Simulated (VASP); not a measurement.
# YHSe (P-6m2) in VASP: a series of runs

YHSe is run at these levels: LDA; tasks: single point, relaxation of cell and atoms.

Program: VASP 6.6.1. These are calculated values, not measurements. Logs are shortened: lines on timing, memory, paths and dates and some standing lists are left out, and cuts for length are marked.

### Step 1. The cell of the first run

Symmetry: P-6m2, No. 187, hexagonal system. The conventional cell has a = 3.751 Å, b = 3.751 Å, c = 3.802 Å, α = 90.00°, β = 90.00°, γ = 120.00°. Within 2.9 Å of Y (site symmetry -6m2) lie 3 H at 2.17 Å and 6 Se at 2.88 Å. H (site symmetry -6m2) has 3 Y at 2.17 Å and 6 Se at 2.88 Å within 2.9 Å. Se (site symmetry -6m2) has 6 Y at 2.88 Å and 6 H at 2.88 Å and 8 Se at 3.75 to 3.80 Å within 3.9 Å.

### Step 2. Single point, LDA

Contents of INCAR:

```
SYSTEM = YHSe
PREC = Accurate ; ENCUT = 500
EDIFF = 1E-6 ; ISMEAR = 0
SIGMA = 0.01 ; LREAL = .False.
LASPH = .True. ; NELM = 120
ALGO = Normal ; ISIF = 2
LWAVE = .False. ; LCHARG = .False.
GGA = CA ; NBANDS = 16
GGA_COMPAT = .False.
```

Contents of KPOINTS:

```
Automatic mesh
0
Gamma
  9 9 8
  0 0 0
```

Contents of POSCAR:

```
YHSe
1.0
    3.7511290975      0.0000000000      0.0000000000
   -1.8755645487      3.2485730913      0.0000000000
    0.0000000000      0.0000000000      3.8016484022
Y H Se
1 1 1
Direct
    0.0000000000      0.0000000000      0.0000000000
    0.3333333333      0.6666666667      0.0000000000
    0.6666666667      0.3333333333      0.5000000000
```

Potentials or basis: VASP PAW LDA potentials, release 64 (Y_sv, H, Se).

The run is started by

```
$ cat potpaw_LDA.64/Y_sv/POTCAR potpaw_LDA.64/H/POTCAR potpaw_LDA.64/Se/POTCAR > POTCAR
$ mpirun -np 1 vasp_std > vasp.out
```

OUTCAR:

```text
SYSTEM = YHSe
   PREC = Accurate
   ENCUT = 500
   EDIFF = 1E-6
   ISMEAR = 0
   LREAL = .False.
   LASPH = .True.
   NELM = 120
   ISIF = 2
   GGA = CA

 ion  position               nearest neighbor table
   1  0.000  0.000  0.000-   2 2.17   2 2.17   2 2.17   3 2.88   3 2.88   3 2.88   3 2.88   3 2.88
                             3 2.88
   2  0.333  0.667  0.000-   1 2.17   1 2.17   1 2.17
   3  0.667  0.333  0.500-   1 2.88   1 2.88   1 2.88   1 2.88   1 2.88   1 2.88

  LATTYP: Found a hexagonal cell.
 ALAT       =     3.7511290975
 C/A-ratio  =     1.0134677595

  Lattice vectors:

 A1 = (   3.7511290975,   0.0000000000,   0.0000000000)
 A2 = (  -1.8755645487,   3.2485730913,   0.0000000000)
 A3 = (   0.0000000000,   0.0000000000,   3.8016484022)

Analysis of symmetry for initial positions (statically):
=====================================================================
 Subroutine PRICEL returns:
 Original cell was already a primitive cell.

 Routine SETGRP: Setting up the symmetry group for a
 hexagonal supercell.

 Subroutine GETGRP returns: Found 12 space group operations
 (whereof 12 operations were pure point group operations)
 out of a pool of 24 trial point group operations.

The static configuration has the point symmetry D_3h.

Analysis of symmetry for dynamics (positions and initial velocities):
=====================================================================
 Subroutine PRICEL returns:
 Original cell was already a primitive cell.

 Routine SETGRP: Setting up the symmetry group for a
 hexagonal supercell.

 Subroutine GETGRP returns: Found 12 space group operations
 (whereof 12 operations were pure point group operations)
 out of a pool of 24 trial point group operations.

The dynamic configuration has the point symmetry D_3h.

 Subroutine INISYM returns: Found 12 space group operations
 (whereof 12 operations are pure point group operations),
 and found     1 'primitive' translations

----------------------------------------------------------------------------------------

                                     Primitive cell

  volume of cell :      46.3262

  direct lattice vectors                    reciprocal lattice vectors
     3.751129097  0.000000000  0.000000000     0.266586399  0.153913729  0.000000000
    -1.875564549  3.248573091  0.000000000     0.000000000  0.307827459  0.000000000
     0.000000000  0.000000000  3.801648402     0.000000000  0.000000000  0.263043789

  length of vectors
     3.751129097  3.751129097  3.801648402     0.307827459  0.307827459  0.263043789
[... 86 lines left out ...]
   NSW    =      0    number of steps for IOM
   IBRION =     -1    ionic relax: 0-MD 1-quasi-New 2-CG
   NFREE  =      0    steps in history (QN), initial steepest desc. (CG)
   ISIF   =      2    stress and relaxation
   ISYM   =      2    0-nonsym 1-usesym 2-fastsym
   POTIM  = 0.5000    time-step for ionic-motion
   TEBEG  =    0.0;   TEEND  =   0.0 temperature during run
   PSTRESS=    0.0 pullay stress
   NELECT =      18.0000    total number of electrons
   NUPDOWN=      -1.0000    fix difference up-down
   EMIN   =  10.00;   EMAX   =-10.00  energy-range for DOS
   EFERMI =   0.00;   METHOD = LEGACY
   ISMEAR =     0;   SIGMA  =   0.01  broadening in eV -4-tet -1-fermi 0-gaus
   EFERMI_NEDOS =   21; number of points for ismear=-14 and -15
   IALGO  =     38    algorithm
   IMIX   =      4    mixing-type and parameters
     AMIX     =   0.40;   BMIX     =  1.00
     AMIX_MAG =   1.60;   BMIX_MAG =  1.00
  volume/ion in A,a.u.               =      15.44       104.21
  Fermi-wavevector in a.u.,A,eV,Ry     =   1.194603  2.257472 19.416540  1.427075
  Thomas-Fermi vector in A             =   2.330589
   LORBIT       =      0    0 simple, 1 ext, 2 COOP (PROOUT), +10 PAW based schemes
   GGA     = CA    functional components
   LHFCALC =     F    Hartree Fock is set to
   AEXX    =    0.0000 exact exchange contribution
   IVDW    =     0    specifies the selected vdW correction
   LEPSILON=     F    determine dielectric tensor
   LRPA    =     F    only Hartree local field effects (RPA)
 non-spin polarized calculation
 Gauss-broadening in eV      SIGMA  =   0.01
  energy-cutoff  :      500.00
  volume of cell :       46.33
 maximum number of plane-waves:      1186
 NGX is ok and might be reduce to    28
   NGX = 13   NGY = 13   NGZ = 13

 number of electron      18.0000000 magnetization

 Free energy of the ion-electron system (eV)
  ---------------------------------------------------
  ext. energy  EPLUGINS =         0.00000000
  ---------------------------------------------------
  free energy    TOTEN  =       -19.29645630 eV

  energy without entropy =      -19.29645630  energy(sigma->0) =      -19.29645630

 E-fermi :   4.7761     XC(G=0): -10.8596

 val. band max:        4.5617234460   @ k =   0.0000   0.0000   0.5000
 cond. band min:       5.8656000584   @ k =   0.0000   0.0000   0.0000
 fundamental gap:      1.3038766124
 Fermi energy:         4.7760729970

 k-point     1 :       0.0000    0.0000    0.0000
  band No.  band energies     occupation
      1     -37.1027      2.00000
      2     -17.2482      2.00000
      3     -17.1340      2.00000
      4     -17.1340      2.00000
      5      -9.0138      2.00000
      6       0.8527      2.00000
[... 433 lines left out ...]
      3     -17.4217      2.00000
      4     -17.2120      2.00000
      5      -7.7697      2.00000
      6      -0.1491      2.00000
[... 8 lines left out ...]
     15      12.7109      0.00000
     16      13.4295      0.00000

 [... further k-points ...]

------------------------ aborting loop because EDIFF is reached ----------------------------------------

  FORCE on cell =-STRESS in cart. coord.  units (eV):
  Direction    XX          YY          ZZ          XY          YZ          ZX
  --------------------------------------------------------------------------------------
  -------------------------------------------------------------------------------------
  Total        0.3157913      0.3157913      0.3175912      0.0000000      0.0000000      0.0000000
  in kB       10.9215477     10.9215477     10.9837965      0.0000000      0.0000000      0.0000000
  external PRESSURE =      10.9422973 kB  Pullay stress =       0.0000000 kB

 VOLUME and BASIS-vectors are now :
 -----------------------------------------------------------------------------
  energy-cutoff  :      500.00
  volume of cell :       46.33
      direct lattice vectors                 reciprocal lattice vectors
     3.751129097  0.000000000  0.000000000     0.266586399  0.153913729  0.000000000
    -1.875564549  3.248573091  0.000000000     0.000000000  0.307827459  0.000000000
     0.000000000  0.000000000  3.801648402     0.000000000  0.000000000  0.263043789

 POSITION                                       TOTAL-FORCE (eV/Angst)
 -----------------------------------------------------------------------------------
      0.00000      0.00000      0.00000        -0.000000      0.000000      0.000000
     -0.00000      2.16572      0.00000         0.000000      0.000000      0.000000
      1.87556      1.08286      1.90082        -0.000000      0.000000      0.000000
 -----------------------------------------------------------------------------------
    total drift:                                0.000000     -0.000000      0.000000

  FREE ENERGIE OF THE ION-ELECTRON SYSTEM (eV)
  ---------------------------------------------------
  free  energy   TOTEN  =       -19.2964563017 eV

  energy  without entropy=      -19.2964563017  energy(sigma->0) =      -19.29645630
```

OSZICAR:

```text
N       E                     dE             d eps       ncg     rms          rms(c)
DAV:   1     0.555534680810E+02    0.55553E+02   -0.87401E+03  1920   0.104E+03
DAV:   2    -0.174712782547E+02   -0.73025E+02   -0.70539E+02  2576   0.207E+02
DAV:   3    -0.203473448491E+02   -0.28761E+01   -0.28610E+01  2680   0.329E+01
DAV:   4    -0.204138882904E+02   -0.66543E-01   -0.66529E-01  2432   0.477E+00
DAV:   5    -0.204154841627E+02   -0.15959E-02   -0.15958E-02  2688   0.598E-01    0.327E+01
DAV:   6    -0.194571010120E+02    0.95838E+00   -0.11800E+00  2352   0.646E+00    0.229E+01
DAV:   7    -0.193416347423E+02    0.11547E+00   -0.11270E+00  2576   0.612E+00    0.420E+00
DAV:   8    -0.192988288726E+02    0.42806E-01   -0.31111E-01  2176   0.321E+00    0.351E-01
DAV:   9    -0.192965086204E+02    0.23203E-02   -0.15342E-02  2184   0.792E-01    0.200E-01
DAV:  10    -0.192964747798E+02    0.33841E-04   -0.85098E-04  2664   0.204E-01    0.179E-01
DAV:  11    -0.192964652049E+02    0.95749E-05   -0.66291E-05  2224   0.637E-02    0.317E-02
DAV:  12    -0.192964566920E+02    0.85129E-05   -0.38255E-05  2424   0.361E-02    0.127E-02
DAV:  13    -0.192964563017E+02    0.39032E-06   -0.19568E-06  2224   0.100E-02
   1 F= -.19296456E+02 E0= -.19296456E+02  d E =0.000000E+00
```

It took 16 s on 1 thread of Intel Xeon 6975P-C (Granite Rapids), shared host; peak memory 0.19 GiB.

Results:

```
Free energy            : -19.2965 eV
Pressure               : 1.1 GPa
Band gap on the k mesh : 1.30 eV (least direct gap 1.68 eV)
```

Caveat: an odd mesh through Γ misses points on the zone boundary, where band edges can lie.

### Step 3. Relaxation of cell and atoms, LDA, target pressure 1 GPa, at which the enthalpy is minimised

This run uses another cell than the first one, of 15.60 Å³/atom.

Contents of INCAR:

```
SYSTEM = YHSe
PREC     = Accurate       ! precision mode
ENCUT    = 500            ! plane-wave cutoff, eV
EDIFF    = 1E-7           ! SCF threshold, eV
ISMEAR   = 0              ! smearing method
SIGMA    = 0.01           ! smearing width, eV
LREAL    = .False.        ! projectors in reciprocal space
LASPH    = .True.         ! aspherical terms in the spheres
NELM     = 120            ! most SCF steps
ALGO     = Normal         ! electronic algorithm
ISIF     = 3              ! what is computed and relaxed
LWAVE    = .False.        ! write WAVECAR
LCHARG   = .False.        ! write CHGCAR
GGA      = CA             ! functional
IBRION   = 2              ! ionic algorithm
NSW      = 80             ! ionic steps
EDIFFG   = -0.001         ! ionic threshold
PSTRESS  = 10.0         
GGA_COMPAT= .False.      
NELMIN   = 4
```

Contents of KPOINTS:

```
regular mesh
0
Gamma
  9 9 8
  0 0 0
```

Contents of POSCAR:

```
YHSe
1.0
    3.7637356356      0.0000000000      0.0000000000
   -1.8818678178      3.2594906736      0.0000000000
    0.0000000000      0.0000000000      3.8146042624
Y H Se
1 1 1
Direct
    0.0000000000      0.0000000000      0.0000000000
    0.3333333333      0.6666666667      0.0000000000
    0.6666666667      0.3333333333      0.5000000000
```

Potentials or basis: VASP PAW LDA potentials, release 64 (Y_sv, H, Se).

The run is started by

```
$ cat potpaw_LDA.64/Y_sv/POTCAR potpaw_LDA.64/H/POTCAR potpaw_LDA.64/Se/POTCAR > POTCAR
$ mpirun -np 1 vasp_std > vasp.out
```

Run time: 33 s. Hardware: 1 thread of Intel Xeon 6975P-C (Granite Rapids), shared host; peak memory 0.19 GiB.

Results (log left out):

```
Free energy                                                : -19.2969 eV
Relaxed volume                                             : 15.46 Å³/atom
Relaxed cell                                               : a = 3.752 Å, b = 3.752 Å, c = 3.803 Å, α = 90.00°, β = 90.00°, γ = 120.00°
Space group after relaxing (to 0.1 Å)                      : P-6m2 (No. 187)
Energy change on relaxing (the run minimises the enthalpy) : +0.5 meV/atom
Ionic steps                                                : 3
Pressure after relaxing                                    : 1.0 GPa
Band gap on the k mesh                                     : 1.30 eV (least direct gap 1.68 eV)
```

The path:
| step | energy change (eV) | largest force (eV/Å) | pressure (GPa) | volume (Å³) |
| --- | --- | --- | --- | --- |
| 1 | 0.0000 | 0.0000 | 0.09 | 46.80 |
| 2 | 0.0027 | 0.0000 | 1.38 | 46.20 |
| 3 | 0.0014 | 0.0000 | 1.00 | 46.37 |

Final structure:
```
Y H Se
1.0
     3.75221    0.00000    0.00000
    -1.87611    3.24951    0.00000
     0.00000    0.00000    3.80304
Y H Se
1 1 1
Direct
  0.00000 0.00000 0.00000
  0.33333 0.66667 0.00000
  0.66667 0.33333 0.50000
```

Levels at points of the mesh, in eV from the valence-band top:
| k point | band 5 | band 6 | band 7 | band 8 | band 9 | band 10 | band 11 | band 12 | band 13 |
| --- | --- | --- | --- | --- | --- | --- | --- | --- | --- |
| (0.00, 0.00, 0.00) | -13.57 | -3.71 | -1.75 | -1.75 | -1.70 | 1.30 | 3.97 | 3.97 | 4.12 |
| (0.00, 0.00, 0.50) | -12.51 | -6.65 | -1.28 | -1.28 | 0.00 | 1.68 | 1.68 | 3.72 | 3.72 |

Caveat: the cell is relaxed towards a set pressure, so the run minimises the enthalpy, not the energy; an odd mesh through Γ misses points on the zone boundary, where band edges can lie.
